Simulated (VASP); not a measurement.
# Sr2W (P6/mmm) in VASP: a series of runs, part 2 of 2

VASP 6.6.1.

**3. Relaxation of cell and atoms, PBE**

This run uses another cell than the first one, of 25.38 Å³/atom.

Input file INCAR:

```
ALGO = Normal
EDIFF = 1E-6
EDIFFG = -0.04
ENCUT = 600
GGA = PE
IBRION = 2
ISIF = 3
ISMEAR = 0
LASPH = True
LCHARG = False
LREAL = False
LWAVE = False
NELM = 80
NSW = 90
PREC = Accurate
SIGMA = 0.1
```

Input file KPOINTS:

```
k-points
0
Gamma
  6 6 4
```

Input file POSCAR:

```
Sr2W
1.0
    4.3340501082      0.0000000000      0.0000000000
   -2.1670250541      3.7533974950      0.0000000000
    0.0000000000      0.0000000000      4.6796222098
Sr W
2 1
Direct
    0.3333333333      0.6666666667      0.5000000000
    0.6666666667      0.3333333333      0.5000000000
    0.0000000000      0.0000000000      0.0000000000
```

Potentials or basis: VASP PAW PBE potentials, release 64 (Sr_sv, W_sv).

On the command line:

```bash
> cat potpaw_PBE.64/Sr_sv/POTCAR potpaw_PBE.64/W_sv/POTCAR > POTCAR
> mpirun -np 1 vasp_std > vasp.out
```

OUTCAR:

```text
EDIFF = 1E-6
   EDIFFG = -0.04
   ENCUT = 600
   GGA = PE
   IBRION = 2
   ISIF = 3
   ISMEAR = 0
   LASPH = True
   LREAL = False
   NELM = 80
   NSW = 90
   PREC = Accurate

 ion  position               nearest neighbor table
   1  0.333  0.667  0.500-   2 2.50   2 2.50   2 2.50   3 3.43   3 3.43   3 3.43   3 3.43   3 3.43
                             3 3.43   2 5.00   2 5.00   2 5.00
   2  0.667  0.333  0.500-   1 2.50   1 2.50   1 2.50   3 3.43   3 3.43   3 3.43   3 3.43   3 3.43
                             3 3.43   1 5.00   1 5.00   1 5.00
   3  0.000  0.000  0.000-   1 3.43   2 3.43   1 3.43   2 3.43   2 3.43   2 3.43   1 3.43   1 3.43
                             2 3.43   2 3.43   1 3.43   1 3.43

 -----------------------------------------------------------------------------
|                                                                             |
|           W    W    AA    RRRRR   N    N  II  N    N   GGGG   !!!           |
|           W    W   A  A   R    R  NN   N  II  NN   N  G    G  !!!           |
|           W    W  A    A  R    R  N N  N  II  N N  N  G       !!!           |
|           W WW W  AAAAAA  RRRRR   N  N N  II  N  N N  G  GGG   !            |
|           WW  WW  A    A  R   R   N   NN  II  N   NN  G    G                |
|           W    W  A    A  R    R  N    N  II  N    N   GGGG   !!!           |
|                                                                             |
|     The distance between some ions is very small. Please check the          |
|     nearest-neighbor list in the OUTCAR file.                               |
|     I HOPE YOU KNOW WHAT YOU ARE DOING!                                     |
|                                                                             |
 -----------------------------------------------------------------------------

  LATTYP: Found a hexagonal cell.
 ALAT       =     4.3340501082
 C/A-ratio  =     1.0797342193

  Lattice vectors:

 A1 = (   4.3340501082,   0.0000000000,   0.0000000000)
 A2 = (  -2.1670250541,   3.7533974950,   0.0000000000)
 A3 = (   0.0000000000,   0.0000000000,   4.6796222098)

Analysis of symmetry for initial positions (statically):
=====================================================================
 Subroutine PRICEL returns:
 Original cell was already a primitive cell.

 Routine SETGRP: Setting up the symmetry group for a
 hexagonal supercell.

 Subroutine GETGRP returns: Found 24 space group operations
 (whereof 24 operations were pure point group operations)
 out of a pool of 24 trial point group operations.

The static configuration has the point symmetry D_6h.

Analysis of symmetry for dynamics (positions and initial velocities):
=====================================================================
 Subroutine PRICEL returns:
 Original cell was already a primitive cell.

 Routine SETGRP: Setting up the symmetry group for a
 hexagonal supercell.

 Subroutine GETGRP returns: Found 24 space group operations
 (whereof 24 operations were pure point group operations)
 out of a pool of 24 trial point group operations.

The dynamic configuration has the point symmetry D_6h.

 Subroutine INISYM returns: Found 24 space group operations
 (whereof 24 operations are pure point group operations),
 and found     1 'primitive' translations

----------------------------------------------------------------------------------------

                                     Primitive cell

  volume of cell :      76.1253

  direct lattice vectors                    reciprocal lattice vectors
     4.334050108  0.000000000  0.000000000     0.230731066  0.133212643  0.000000000
    -2.167025054  3.753397495  0.000000000     0.000000000  0.266425286  0.000000000
     0.000000000  0.000000000  4.679622210     0.000000000  0.000000000  0.213692464

[... 45 lines left out ...]
  0.500000 -0.000000  0.000000      3.000000
  0.166667  0.166667  0.000000      6.000000
  0.333333  0.166667  0.000000     12.000000
[... 13 lines left out ...]
  0.333333  0.166667  0.500000     12.000000
  0.333333  0.333333  0.500000      2.000000
   k-points           NKPTS =     21   k-points in BZ     NKDIM =     21   number of bands    NBANDS=     21
   number of dos      NEDOS =    301   number of ions     NIONS =      3
   total plane-waves  NPLWV =  51840
   dimension x,y,z NGX =    36 NGY =   36 NGZ =   40
   dimension x,y,z NGXF=    72 NGYF=   72 NGZF=   80
   ions per type =               2   1
   NGX,Y,Z   is equivalent  to a cutoff of  13.81, 13.81, 14.21 a.u.
   NGXF,Y,Z  is equivalent  to a cutoff of  27.62, 27.62, 28.42 a.u.
 SYSTEM =  unknown system
   PREC   = accura    normal or accurate (medium, high low for compatibility)
   ISTART =      0    job   : 0-new  1-cont  2-samecut
   ICHARG =      2    charge: 1-file 2-atom 10-const
   ISPIN  =      1    spin polarized calculation?
   LNONCOLLINEAR =      F non collinear calculations
   LSORBIT =      F    spin-orbit coupling
   LASPH  =      T    aspherical Exc in radial PAW
   ENCUT  =  600.0 eV  44.10 Ry    6.64 a.u.   8.66  8.66  9.35*2*pi/ulx,y,z
   NELM   =     80;   NELMIN=  2; NELMDL= -5     # of ELM steps
   EDIFF  = 0.1E-05   stopping-criterion for ELM
   LREAL  =      F    real-space projection
   EDIFFG = -.4E-01   stopping-criterion for IOM
   NSW    =     90    number of steps for IOM
   IBRION =      2    ionic relax: 0-MD 1-quasi-New 2-CG
   NFREE  =      1    steps in history (QN), initial steepest desc. (CG)
   ISIF   =      3    stress and relaxation
   ISYM   =      2    0-nonsym 1-usesym 2-fastsym
   POTIM  = 0.5000    time-step for ionic-motion
   TEBEG  =    0.0;   TEEND  =   0.0 temperature during run
   PSTRESS=    0.0 pullay stress
   NELECT =      34.0000    total number of electrons
   NUPDOWN=      -1.0000    fix difference up-down
   EMIN   =  10.00;   EMAX   =-10.00  energy-range for DOS
   EFERMI =   0.00;   METHOD = LEGACY
   ISMEAR =     0;   SIGMA  =   0.10  broadening in eV -4-tet -1-fermi 0-gaus
   EFERMI_NEDOS =   21; number of points for ismear=-14 and -15
   IALGO  =     38    algorithm
   IMIX   =      4    mixing-type and parameters
     AMIX     =   0.40;   BMIX     =  1.00
     AMIX_MAG =   1.60;   BMIX_MAG =  1.00
  volume/ion in A,a.u.               =      25.38       171.24
  Fermi-wavevector in a.u.,A,eV,Ry     =   1.251386  2.364777 21.306282  1.565968
  Thomas-Fermi vector in A             =   2.385336
   LORBIT       =      0    0 simple, 1 ext, 2 COOP (PROOUT), +10 PAW based schemes
   GGA     = PE    functional components
   LHFCALC =     F    Hartree Fock is set to
   AEXX    =    0.0000 exact exchange contribution
   IVDW    =     0    specifies the selected vdW correction
   LEPSILON=     F    determine dielectric tensor
   LRPA    =     F    only Hartree local field effects (RPA)
 conjugate gradient relaxation of ions
 non-spin polarized calculation
 Gauss-broadening in eV      SIGMA  =   0.10
  energy-cutoff  :      600.00
  volume of cell :       76.13
 maximum number of plane-waves:      2557
 NGX is ok and might be reduce to    36
   NGX = 17   NGY = 17   NGZ = 19

--------------------------------------- Ionic step        1  -------------------------------------------

 number of electron      34.0000000 magnetization

 Free energy of the ion-electron system (eV)
  ---------------------------------------------------
  ext. energy  EPLUGINS =         0.00000000
  ---------------------------------------------------
  free energy    TOTEN  =        -7.41197150 eV

  energy without entropy =       -7.38308404  energy(sigma->0) =       -7.39752777

------------------------ aborting loop because EDIFF is reached ----------------------------------------

  FORCE on cell =-STRESS in cart. coord.  units (eV):
  Direction    XX          YY          ZZ          XY          YZ          ZX
  --------------------------------------------------------------------------------------
  -------------------------------------------------------------------------------------
  Total       11.9563848     11.9563848     -5.6012161     -0.0000000     -0.0000000      0.0000000
  in kB      251.6408747    251.6408747   -117.8863786     -0.0000000     -0.0000000      0.0000000
  external PRESSURE =     128.4651236 kB  Pullay stress =       0.0000000 kB
[... 606 lines left out ...]
     20       3.0423      0.00000
     21       4.2668      0.00000

[... ionic steps 4 to 8 ...]

--------------------------------------- Ionic step        9  -------------------------------------------

 number of electron      33.9999992 magnetization

 E-fermi :   3.7160     XC(G=0):  -9.6657
[... 580 lines left out ...]
--------------------------------------- Ionic step       11  -------------------------------------------

 number of electron      34.0000003 magnetization

 Free energy of the ion-electron system (eV)
  ---------------------------------------------------
  ext. energy  EPLUGINS =         0.00000000
  ---------------------------------------------------
  free energy    TOTEN  =       -12.20979405 eV

  energy without entropy =      -12.17587093  energy(sigma->0) =      -12.19283249

 E-fermi :   4.2334     XC(G=0): -10.0266

 val. band max:        4.2163230049   @ k =   0.3333   0.0000   0.2500
 cond. band min:       4.2503178520   @ k =   0.5000  -0.0000   0.2500
 fundamental gap:      0.0339948471
 Fermi energy:         4.2334217353
[... 532 lines left out ...]
  FREE ENERGIE OF THE ION-ELECTRON SYSTEM (eV)
  ---------------------------------------------------
  free  energy   TOTEN  =       -12.2097940547 eV

  energy  without entropy=      -12.1758709344  energy(sigma->0) =      -12.19283249

 reached required accuracy - stopping structural energy minimisation
```

OSZICAR:

```text
N       E                     dE             d eps       ncg     rms          rms(c)
DAV:   1     0.296992647254E+03    0.29699E+03   -0.18672E+04   882   0.176E+03
DAV:   2     0.714025994839E+01   -0.28985E+03   -0.28483E+03   985   0.447E+02
DAV:   3    -0.103096740716E+02   -0.17450E+02   -0.16982E+02  1559   0.851E+01
[... 136 lines left out ...]
DAV:   4    -0.122084262496E+02    0.95552E-02   -0.49009E-02  1508   0.128E+00    0.535E-01
DAV:   5    -0.122093379777E+02   -0.91173E-03   -0.25393E-03  1288   0.208E-01    0.367E-01
DAV:   6    -0.122096953804E+02   -0.35740E-03   -0.19835E-03  1307   0.223E-01    0.104E-01
DAV:   7    -0.122097914458E+02   -0.96065E-04   -0.30790E-04  1513   0.899E-02    0.398E-02
DAV:   8    -0.122097946211E+02   -0.31753E-05   -0.19120E-05  1411   0.289E-02    0.121E-02
DAV:   9    -0.122097940547E+02    0.56640E-06   -0.95116E-07   614   0.609E-03
  11 F= -.12209794E+02 E0= -.12192832E+02  d E =-.982141E-01
```

Wall time 3.1 min (1 thread of Intel Xeon 6975P-C (Granite Rapids), shared host); peak memory 0.25 GiB.

Results:

- Free energy: -12.2098 eV
- Relaxed volume: 27.85 Å³/atom
- Relaxed cell: a = 5.646 Å, b = 5.646 Å, c = 3.026 Å, α = 90.00°, β = 90.00°, γ = 120.00°
- Space group after relaxing (to 0.1 Å): P6/mmm (No. 191)
- Energy gained by relaxing: 1599.3 meV/atom
- Ionic steps: 11
- Pressure after relaxing: 0.1 GPa
- Band gap on the k mesh: zero (bands 17 and 18 overlap by 0.57 eV)

The path:
| step | energy change (eV) | largest force (eV/Å) | pressure (GPa) | volume (Å³) |
| --- | --- | --- | --- | --- |
| 1 | 0.0000 | 0.0000 | 12.85 | 76.13 |
| 2 | -2.7968 | 0.0000 | -2.38 | 98.47 |
| 3 | -3.1938 | 0.0000 | -4.54 | 106.46 |
| 4 | -3.3786 | 0.0000 | -7.11 | 121.67 |
| 5 | -3.3681 | 0.0000 | -5.90 | 113.14 |
| 6 | -4.5783 | 0.0000 | -4.55 | 96.15 |
| 7 | -4.6898 | 0.0000 | -3.56 | 92.09 |
| 8 | -4.6991 | 0.0000 | -2.89 | 90.28 |
| 9 | -4.6996 | 0.0000 | -3.13 | 90.85 |
| 10 | -4.7933 | 0.0000 | 0.84 | 82.12 |
| 11 | -4.7978 | 0.0000 | 0.06 | 83.54 |

Final structure:
```
Sr W
1.0
     5.64616    0.00000    0.00000
    -2.82308    4.88972    0.00000
     0.00000    0.00000    3.02587
Sr W
2 1
Direct
  0.33333 0.66667 0.50000
  0.66667 0.33333 0.50000
  0.00000 0.00000 0.00000
```

Levels at points of the mesh, in eV from the Fermi level:
```
           k point  band 13  band 14  band 15  band 16  band 17  band 18  band 19  band 20  band 21
(0.00, 0.00, 0.00)    -4.92    -1.65    -0.22    -0.22     0.33     0.33     1.40     2.25     2.25
(0.50, 0.00, 0.00)    -3.84    -1.81    -1.59    -0.76    -0.24     0.88     1.59     1.76     2.19
(0.00, 0.00, 0.50)    -1.21    -1.21    -1.21    -1.21    -0.88    -0.24     1.94     1.94     2.98
(0.50, 0.00, 0.50)    -1.94    -1.40    -1.03    -0.63     0.32     0.57     0.95     1.12     3.06
```

Caveat: a cell axis changed by over 15 % at a fixed basis, so the end point is rough; spin-orbit coupling is left out, which moves the levels of the heavy elements.

**4. Single point, PBE**

This run uses another cell than the first one, of 27.56 Å³/atom.

Input file INCAR:

```
ALGO = Fast ; EDIFF = 1E-6
ENCUT = 520 ; GGA = PE
ISIF = 2 ; ISMEAR = 0
LASPH = True ; LCHARG = False
LREAL = False ; LWAVE = False
NBANDS = 24 ; NELM = 80
PREC = Accurate ; SIGMA = 0.1
```

Input file KPOINTS:

```
k-points
0
Gamma
  12 12 16
```

Input file POSCAR:

```
Sr2W
1.0
    5.6675030040      0.0000000000      0.0000000000
   -2.8337515020      4.9082015775      0.0000000000
    0.0000000000      0.0000000000      2.9718525963
Sr W
2 1
Direct
    0.3333333333      0.6666666667      0.5000000000
    0.6666666667      0.3333333333      0.5000000000
    0.0000000000      0.0000000000      0.0000000000
```

On the command line:

```bash
> cat potpaw_PBE.64/Sr_sv/POTCAR potpaw_PBE.64/W_sv/POTCAR > POTCAR
> mpirun -np 1 vasp_std > vasp.out
```

Wall time 4 min (1 thread of Intel Xeon 6975P-C (Granite Rapids), shared host); peak memory 0.44 GiB.

Results (log left out):

```
Free energy            : -12.2719 eV
Pressure               : 0.2 GPa
Band gap on the k mesh : zero (bands 17 and 18 overlap by 0.63 eV)
```

Stress tensor (GPa, compression positive):
```
0.16 0.00 0.00
0.00 0.16 0.00
0.00 0.00 0.31
```

Levels at points of the mesh, in eV from the Fermi level:
```csv
k point,band 14,band 15,band 16,band 17,band 18,band 19,band 20,band 21
"(0.00, 0.00, 0.00)",-1.85,-0.27,-0.27,0.22,0.22,1.27,1.48,2.32
"(0.50, 0.00, 0.00)",-1.85,-1.64,-0.96,-0.31,0.78,1.48,1.65,2.11
"(0.00, 0.00, 0.50)",-1.37,-1.25,-1.25,-0.82,-0.22,1.84,1.84,2.89
"(0.50, 0.00, 0.50)",-1.55,-1.20,-0.71,0.31,0.59,0.92,1.13,3.08
```

Caveat: spin-orbit coupling is left out, which moves the levels of the heavy elements.

**5. Summary**

```csv
task,cell,k mesh,cutoff (eV),gap on the mesh (eV),pressure (GPa)
single point,"a = 5.639, b = 5.639, c = 3.022 Å, angles 90.0, 90.0, 120.0°, 3 atoms",6 × 6 × 4,520,none,0.2
relaxation of cell and atoms,"relaxed from a = 4.334, b = 4.334, c = 4.680 Å, angles 90.0, 90.0, 120.0°, 3 atoms",6 × 6 × 4,600,none,0.1
single point,"a = 5.668, b = 5.668, c = 2.972 Å, angles 90.0, 90.0, 120.0°, 3 atoms",12 × 12 × 16,520,none,0.2
```

Alike in all rows: level PBE; potentials or basis VASP PAW PBE potentials, release 64 (Sr_sv, W_sv); no spin polarisation; smearing gaussian 0.1 eV.

Caveats: some runs use coarse meshes; spin-orbit coupling is left out, which moves the levels of the heavy elements; a cell axis changed by over 15 % at a fixed basis, so the end point is rough (at least some runs).

Total energies depend on the potentials used, so only differences within one code and one set of settings carry meaning.

The gap in the log of VASP goes by the Fermi energy; the results here count the filled bands.